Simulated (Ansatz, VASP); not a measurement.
## GeW in VASP and in Ansatz

```
CELL_PARAMETERS angstrom
0.00000 2.57761 2.57761
2.57761 0.00000 2.57761
2.57761 2.57761 0.00000
ATOMIC_POSITIONS crystal
Ge 0.50600 0.48192 0.51026
W 0.01570 0.99878 0.99141
```

Change from the starting cell: atoms moved at random, drawn with an rms of 0.05 Å.

Alike in both runs: task single point; functional PBE; k mesh 9 × 9 × 9; occupations fermi-dirac, width 0.05 eV; no spin polarisation.

|  | VASP | Ansatz |
| --- | --- | --- |
| version | VASP 6.6.1 | Ansatz 0.2.0 |
| potentials or method | VASP PAW PBE potentials, release 64 (Ge_d, W_sv) | Ansatz PAW soft_1 |
| plane-wave cutoff (eV) | 520 | 420 |
| valence electrons in the cell | 28 | 28 |

|  | VASP | Ansatz | Ansatz less VASP |
| --- | --- | --- | --- |
| gap on the k mesh at the Fermi level (eV) | none | none | - |
| pressure (GPa) | 0.9 | 0.7 | -0.21 |
| traceless stress, the component that is largest in VASP (GPa) | 0.92 | 0.92 | +0.002 |
| rms of the force components (eV/Å) | 0.387 | 0.387 | -0.0002 |

Atom by atom the forces differ by 0.000 eV/Å (rms over components). A gap of «none» marks a metal or a gap that the smearing closes.

Neither program's run includes spin-orbit coupling.
